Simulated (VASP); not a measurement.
Write the native input for VASP 6.6.1 that does the following.

- Task: single point
- Functional: PBE
- Potentials or basis: VASP PAW PBE potentials, release 64 (Ir)
- Cutoff: 520 eV
- k mesh: 12 × 12 × 12
- Occupations: fermi-dirac, width 0.05 eV
- Spin: non-collinear spin, zero start, spin-orbit coupling
- Starting moments: [[0.0, 0.0, 0.0]] μB
- Dipole correction: no
- Further INCAR settings: ALGO = Normal; EDIFF = 1e-06; NBANDS = 20

The structure of Ir lies in POSCAR:

```
Ir
1.0
    0.0000000000      1.9156000000      1.9156000000
    1.9156000000      0.0000000000      1.9156000000
    1.9156000000      1.9156000000      0.0000000000
Ir
1
Direct
    0.0000000000      0.0000000000      0.0000000000
```

These files were run (other wordings do the same):

INCAR

```
SYSTEM = Ir
PREC = Accurate
ENCUT = 520
EDIFF = 1E-6
ISMEAR = -1
SIGMA = 0.05
LREAL = .False.
LASPH = .True.
NELM = 150
ALGO = Normal
ISIF = 2
LWAVE = .False.
LCHARG = .False.
MAGMOM = 0 0 0
LORBIT = 11
LSORBIT = .True.
GGA_COMPAT = .False.
LORBMOM = .True.
LMAXMIX = 4
GGA = PE
NBANDS = 20
```

KPOINTS

```
Automatic mesh
0
Gamma
  12 12 12
  0 0 0
```

Potentials or basis: VASP PAW PBE potentials, release 64 (Ir).

The run is started by

```sh
$ cat potpaw_PBE.64/Ir/POTCAR > POTCAR
$ mpirun -np 1 vasp_ncl > vasp.out
```

It gave:

The pressure is 12.8 GPa, the net moment is 0.00 μB per cell and the valence electrons inside the program's atomic spheres are Ir 8.43.

Caveat: the cell stands under pressure.

Run time: 76 s on 1 thread of Intel Xeon 8259CL (shared host), peak memory 0.18 GiB.
